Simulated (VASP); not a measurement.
A run of VASP 6.6.1 is set up as follows.

The input INCAR:

```
ALGO = Normal
EDIFF = 1E-6
ENCUT = 700
GGA = PE
GGA_COMPAT = F
ISIF = 2
ISMEAR = -1
LASPH = T
LCHARG = F
LREAL = F
LWAVE = F
NBANDS = 46
NELM = 120
PREC = Accurate
SIGMA = 0.05
```

KPOINTS

```
k-points
0
Gamma
  12 12 4
```

File POSCAR:

```
Cu
1.0
    2.5137785214      0.0000000000      0.0000000000
   -1.2568892608      2.1769960591      0.0000000000
    0.0000000000      0.0000000000      8.2063649859
Cu
4
Direct
    0.6666666667      0.3333333333      0.7500000000
    0.0000000000      0.0000000000      0.5000000000
    0.3333333333      0.6666666667      0.2500000000
    0.0000000000      0.0000000000      0.0000000000
```

Potentials or basis: VASP PAW PBE potentials, release 64 (Cu_sv_GW).

The run is started by

```sh
$ cat potpaw_PBE.64/Cu_sv_GW/POTCAR > POTCAR
$ mpirun -np 1 vasp_std > vasp.out
```

Q: Predict the band gap on the k mesh.

A: Zero (band 38 reaches 11.67 eV, above the bottom of band 39 at 6.42 eV).

Q: What does it give for the pressure?

A: 5.2 GPa.

Stress tensor (GPa, compression positive):
```
5.33 0.00 0.00
0.00 5.33 0.00
0.00 0.00 4.85
```
